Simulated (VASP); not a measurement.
Here is a VASP 6.6.1 calculation.

POSCAR

```
Zn
1.0
    2.6700000000      0.0000000000      0.0000000000
   -1.3350000000      2.3122880000      0.0000000000
    0.0000000000      0.0000000000      4.9660000000
Zn
2
Direct
    0.3333333333      0.6666666667      0.2500000000
    0.6666666667      0.3333333333      0.7500000000
```

INCAR.step1

```
PREC = Accurate
ENCUT = 550
ISMEAR = -1
SIGMA = 0.15
LREAL = False
LASPH = True
NELM = 120
NBANDS = 19
GGA = PE
ALGO = Normal
EDIFF = 1E-5
LWAVE = True
LCHARG = False
GGA_COMPAT = False
```

The input INCAR.step2:

```
PREC = Accurate
ENCUT = 550
EDIFF = 1E-6
ISMEAR = -1
SIGMA = 0.15
LREAL = False
LASPH = True
NELM = 120
ALGO = Normal
ISIF = 2
LWAVE = False
LCHARG = False
METAGGA = R2SCAN
LMIXTAU = True
NBANDS = 19
ISTART = 1
GGA_COMPAT = False
```

KPOINTS

```
Automatic mesh
0
Gamma
  17 17 8
```

Potentials or basis: VASP PAW PBE potentials, release 64 (Zn).

Launch:

```sh
$ cat potpaw_PBE.64/Zn/POTCAR > POTCAR
$ cp INCAR.step1 INCAR
$ mpirun -np 1 vasp_std > vasp.out
$ cp INCAR.step2 INCAR
$ mpirun -np 1 vasp_std > vasp.out
```

Task: Estimate the pressure.

Result: -4.5 GPa.

Task: Predict the band gap on the k mesh.

Result: Zero (bands 12 and 13 overlap by 4.55 eV).

Stress tensor (GPa, compression positive):
```
-5.08  0.00  0.00
 0.00 -5.08  0.00
 0.00  0.00 -3.43
```

Caveat: the cell stands under tension; the PAW data sets were made with another functional, which shifts forces and pressure a little.
